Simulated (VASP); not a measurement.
# CuO (C2/c) in VASP: single point with r2SCAN

Aim: the single point of CuO with r2SCAN.

Everything below comes from runs of VASP 6.6.1. Logs are shortened: lines on timing, memory, paths and dates and some standing lists are left out, and cuts for length are marked.

### 1 The cell of the first run

The structure is monoclinic, space group C2/c (No. 15). The conventional cell has a = 4.688 Å, b = 3.426 Å, c = 5.131 Å, α = 90.00°, β = 99.65°, γ = 90.00°. Cu (site symmetry -1) has 4 O at 1.92 to 1.98 Å within 2.5 Å. O (site symmetry 2) has 4 Cu at 1.92 to 1.98 Å within 2.5 Å.

### 2 Single point, r2SCAN

POSCAR

```
CuO
1.0
    2.3439496158     -1.7128881802      0.0000000000
    2.3439496158      1.7128881802      0.0000000000
   -0.8602972987      0.0000000000      5.0579250559
Cu O
2 2
Direct
   -0.0057513990      0.4942527066      0.0018505217
    0.4942527066     -0.0057513990      0.5018505217
    0.5595677700      0.4289309225      0.2518494783
    0.4289309225      0.5595677700      0.7518494783
```

INCAR.step1

```
SYSTEM = CuO
PREC = Accurate ; ENCUT = 520
ISMEAR = -1 ; SIGMA = 0.05
LREAL = .False. ; LASPH = .True.
NELM = 80 ; NBANDS = 25
GGA = PE ; ALGO = Normal
EDIFF = 1E-4 ; LWAVE = .True.
LCHARG = .False.
```

INCAR.step2

```
SYSTEM = CuO
PREC = Accurate ; ENCUT = 520
EDIFF = 1E-7 ; ISMEAR = -1
SIGMA = 0.05 ; LREAL = .False.
LASPH = .True. ; NELM = 80
ALGO = Normal ; ISIF = 2
LWAVE = .False. ; LCHARG = .False.
METAGGA = R2SCAN ; LMIXTAU = .True.
NBANDS = 25 ; ISTART = 1
```

KPOINTS

```
regular mesh
0
Gamma
  11 11 6
  0 0 0
```

Potentials or basis: VASP PAW PBE potentials, release 64 (Cu, O).

Run with:

```console
$ cat potpaw_PBE.64/Cu/POTCAR potpaw_PBE.64/O/POTCAR > POTCAR
$ cp INCAR.step1 INCAR
$ mpirun -np 1 vasp_std > vasp.out
$ cp INCAR.step2 INCAR
$ mpirun -np 1 vasp_std > vasp.out
```

OUTCAR:

```text
SYSTEM = CuO
   PREC = Accurate
   ENCUT = 520
   EDIFF = 1E-7
   ISMEAR = -1
   LREAL = .False.
   LASPH = .True.
   NELM = 80
   ISIF = 2
   METAGGA = R2SCAN
   ISTART = 1

 ion  position               nearest neighbor table
   1  0.994  0.494  0.002-   3 1.92   4 1.92   3 1.98   4 1.98
   2  0.494  0.994  0.502-   4 1.92   3 1.92   4 1.98   3 1.98
   3  0.560  0.429  0.252-   1 1.92   2 1.92   1 1.98   2 1.98
   4  0.429  0.560  0.752-   2 1.92   1 1.92   2 1.98   1 1.98

  LATTYP: Found a base centered monoclinic cell.
 ALAT       =     4.6878992316
 B/A-ratio  =     0.7307700510
 C/A-ratio  =     1.0944277393
 COS(beta)  =    -0.1676807467

  Lattice vectors:

 A1 = (   2.3439496158,  -1.7128881802,   0.0000000000)
 A2 = (   2.3439496158,   1.7128881802,   0.0000000000)
 A3 = (  -0.8602972987,   0.0000000000,   5.0579250559)

Analysis of symmetry for initial positions (statically):
=====================================================================
 Subroutine PRICEL returns:
 Original cell was already a primitive cell.

 Routine SETGRP: Setting up the symmetry group for a
 base centered monoclinic supercell.

 Subroutine GETGRP returns: Found  4 space group operations
 (whereof  1 operations were pure point group operations)
 out of a pool of  4 trial point group operations.

The static configuration has the point symmetry C_1 .
 The point group associated with its full space group is C_2h.

Analysis of symmetry for dynamics (positions and initial velocities):
=====================================================================
 Subroutine PRICEL returns:
 Original cell was already a primitive cell.

 Routine SETGRP: Setting up the symmetry group for a
 base centered monoclinic supercell.

 Subroutine GETGRP returns: Found  4 space group operations
 (whereof  1 operations were pure point group operations)
 out of a pool of  4 trial point group operations.

The dynamic configuration has the point symmetry C_1 .
 The point group associated with its full space group is C_2h.

 Subroutine INISYM returns: Found  4 space group operations
 (whereof  1 operations are pure point group operations),
 and found     1 'primitive' translations

----------------------------------------------------------------------------------------

                                     Primitive cell

  volume of cell :      40.6144

  direct lattice vectors                    reciprocal lattice vectors
[... 91 lines left out ...]
   EDIFF  = 0.1E-06   stopping-criterion for ELM
   LREAL  =      F    real-space projection
   EDIFFG = 0.1E-05   stopping-criterion for IOM
   NSW    =      0    number of steps for IOM
   IBRION =     -1    ionic relax: 0-MD 1-quasi-New 2-CG
   NFREE  =      0    steps in history (QN), initial steepest desc. (CG)
   ISIF   =      2    stress and relaxation
   ISYM   =      2    0-nonsym 1-usesym 2-fastsym
   POTIM  = 0.5000    time-step for ionic-motion
   TEBEG  =    0.0;   TEEND  =   0.0 temperature during run
   PSTRESS=    0.0 pullay stress
   NELECT =      34.0000    total number of electrons
   NUPDOWN=      -1.0000    fix difference up-down
   EMIN   =  10.00;   EMAX   =-10.00  energy-range for DOS
   EFERMI =   0.00;   METHOD = LEGACY
   ISMEAR =    -1;   SIGMA  =   0.05  broadening in eV -4-tet -1-fermi 0-gaus
   EFERMI_NEDOS =   21; number of points for ismear=-14 and -15
   IALGO  =     38    algorithm
   IMIX   =      4    mixing-type and parameters
     AMIX     =   0.40;   BMIX     =  1.00
     AMIX_MAG =   1.60;   BMIX_MAG =  1.00
  volume/ion in A,a.u.               =      10.15        68.52
  Fermi-wavevector in a.u.,A,eV,Ry     =   1.542912  2.915682 32.389736  2.380578
  Thomas-Fermi vector in A             =   2.648650
   LORBIT       =      0    0 simple, 1 ext, 2 COOP (PROOUT), +10 PAW based schemes
   METAGGA = R2SCAN    functional components
   LHFCALC =     F    Hartree Fock is set to
   AEXX    =    0.0000 exact exchange contribution
   IVDW    =     0    specifies the selected vdW correction
   LEPSILON=     F    determine dielectric tensor
   LRPA    =     F    only Hartree local field effects (RPA)
 non-spin polarized calculation
  energy-cutoff  :      520.00
  volume of cell :       40.61
 maximum number of plane-waves:      1129
 NGX is ok and might be reduce to    24
   NGX = 11   NGY = 11   NGZ = 19

 number of electron      34.0000000 magnetization

 Free energy of the ion-electron system (eV)
  ---------------------------------------------------
  ext. energy  EPLUGINS =         0.00000000
  ---------------------------------------------------
  free energy    TOTEN  =       -36.39129695 eV

  energy without entropy =      -36.37360376  energy(sigma->0) =      -36.38245036

 E-fermi :   5.5579     XC(G=0): -12.5983

 val. band max:        5.5541603152   @ k =   0.4545   0.1818   0.3333
 cond. band min:       5.5579209018   @ k =   0.2727   0.1818   0.1667
 fundamental gap:      0.0037605866
 Fermi energy:         5.5579096873

 k-point     1 :       0.0000    0.0000    0.0000
  band No.  band energies     occupation
      1     -15.6107      2.00000
      2     -14.2982      2.00000
      3      -2.9295      2.00000
      4      -0.3092      2.00000
      5       0.1047      2.00000
      6       1.9833      2.00000
[... 661 lines left out ...]
     24      20.1894      0.00000
     25      20.4788      0.00000

 [... further k-points ...]

------------------------ aborting loop because EDIFF is reached ----------------------------------------

  FORCE on cell =-STRESS in cart. coord.  units (eV):
  Direction    XX          YY          ZZ          XY          YZ          ZX
  --------------------------------------------------------------------------------------
  -------------------------------------------------------------------------------------
  Total       -0.1984535      0.6850131      0.2323628      0.0000000      0.0000000      0.4413134
  in kB       -7.8287014     27.0227647      9.1663745      0.0000000      0.0000000     17.4091676
  external PRESSURE =       9.4534793 kB  Pullay stress =       0.0000000 kB

 VOLUME and BASIS-vectors are now :
 -----------------------------------------------------------------------------
  energy-cutoff  :      520.00
  volume of cell :       40.61
      direct lattice vectors                 reciprocal lattice vectors
     2.343949616 -1.712888180  0.000000000     0.213315165 -0.291904636  0.036282558
     2.343949616  1.712888180  0.000000000     0.213315165  0.291904636  0.036282558
    -0.860297299  0.000000000  5.057925056     0.000000000  0.000000000  0.197709533

 POSITION                                       TOTAL-FORCE (eV/Angst)
 -----------------------------------------------------------------------------------
      3.48738     -0.85644      0.00936        -0.000000      0.000000      0.000000
      3.05723      0.85644      2.53832         0.000000     -0.000000      0.000000
      2.10033     -0.22377      1.27384        -0.000000     -0.053517      0.000000
      1.67018      0.22377      3.80280         0.000000      0.053517      0.000000
 -----------------------------------------------------------------------------------
    total drift:                                0.009886      0.005989      0.013935

  FREE ENERGIE OF THE ION-ELECTRON SYSTEM (eV)
  ---------------------------------------------------
  free  energy   TOTEN  =       -36.3912969545 eV

  energy  without entropy=      -36.3736037585  energy(sigma->0) =      -36.38245036
```

Wall time 18 min (1 thread of Intel Xeon 8259CL, shared host); peak memory 0.3 GiB.

Results:

- Free energy: -36.3913 eV
- Pressure: 0.9 GPa
- Largest force: 0.054 eV/Å
- Band gap on the k mesh: zero (bands 17 and 18 overlap by 0.75 eV)

Forces on the atoms (eV/Å):
```
Cu   0.000  0.000  0.000
Cu   0.000  0.000  0.000
O    0.000 -0.054  0.000
O    0.000  0.054  0.000
```

Caveat: the PAW data sets were made with another functional, which shifts forces and pressure a little; semilocal functionals often make such compounds metallic where correlation or magnetic order opens a gap, which also shifts bond lengths. With open d or f shells a metallic result of r2SCAN can be an artefact of self-interaction; +U or a hybrid may open a gap.
